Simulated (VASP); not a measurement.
Set up this calculation in VASP 6.6.1, as the native input.

| Item | Value |
| --- | --- |
| Task | relaxation of cell and atoms |
| Functional | PBE |
| Potentials or basis | VASP PAW PBE potentials, release 64 (Na_pv, Hg, H) |
| Cutoff | 600 eV |
| k mesh | 6 × 6 × 4 |
| Occupations | gaussian, width 0.1 eV |
| Spin | no spin polarisation |
| Dipole correction | no |
| Further INCAR settings | ALGO = Normal; EDIFF = 1e-07; IBRION = 2; EDIFFG = -0.04; NSW = 90; ISIF = 3 |

The structure of NaHgH2 lies in POSCAR:

```
NaHgH2
1.0
    3.6062445800      0.0000000000      0.0000000000
    0.0000000000      3.6062445800      0.0000000000
    0.0000000000      0.0000000000      5.1000000000
Na Hg H
1 1 2
Direct
    0.0000000000      0.0000000000      0.0000000000
    0.5000000000      0.5000000000      0.5000000000
    0.0000000000      0.0000000000      0.5000000000
    0.5000000000      0.5000000000      0.0000000000
```

The input as run:

INCAR

```
SYSTEM = NaHgH2
ALGO     = Normal         ! electronic algorithm
EDIFF    = 1E-7           ! SCF threshold, eV
EDIFFG   = -0.04          ! ionic threshold
ENCUT    = 600            ! plane-wave cutoff, eV
GGA      = PE             ! functional
IBRION   = 2              ! ionic algorithm
ISIF     = 3              ! what is computed and relaxed
ISMEAR   = 0              ! smearing method
LASPH    = .TRUE.         ! aspherical terms in the spheres
LCHARG   = .FALSE.        ! write CHGCAR
LREAL    = .FALSE.        ! projectors in reciprocal space
LWAVE    = .FALSE.        ! write WAVECAR
NELM     = 80             ! most SCF steps
NSW      = 90             ! ionic steps
PREC     = Accurate       ! precision mode
SIGMA    = 0.1            ! smearing width, eV
```

KPOINTS

```
k-points
0
G
  6 6 4
  0 0 0
```

Potentials or basis: VASP PAW PBE potentials, release 64 (Na_pv, Hg, H).

Command:

```sh
$ cat potpaw_PBE.64/Na_pv/POTCAR potpaw_PBE.64/Hg/POTCAR potpaw_PBE.64/H/POTCAR > POTCAR
$ mpirun -np 1 vasp_std > vasp.out
```

It gave:

| Quantity | Value |
| --- | --- |
| Relaxed volume | 13.89 Å³/atom |
| Relaxed cell | a = 3.537 Å, b = 3.537 Å, c = 4.442 Å, α = 90.00°, β = 90.00°, γ = 90.00° |
| Space group after relaxing (to 0.05 Å) | P4/mmm (No. 123) |
| Energy gained by relaxing | 62.2 meV/atom |
| Ionic steps | 8 |
| Pressure after relaxing | 0.1 GPa |

Caveat: the volume moved by over 15 % at a fixed basis, so the end points are rough.

Wall time 76 s on 1 thread of Intel(R) Xeon(R) 6975P-C (Granite Rapids) (shared host), peak memory 0.22 GiB.
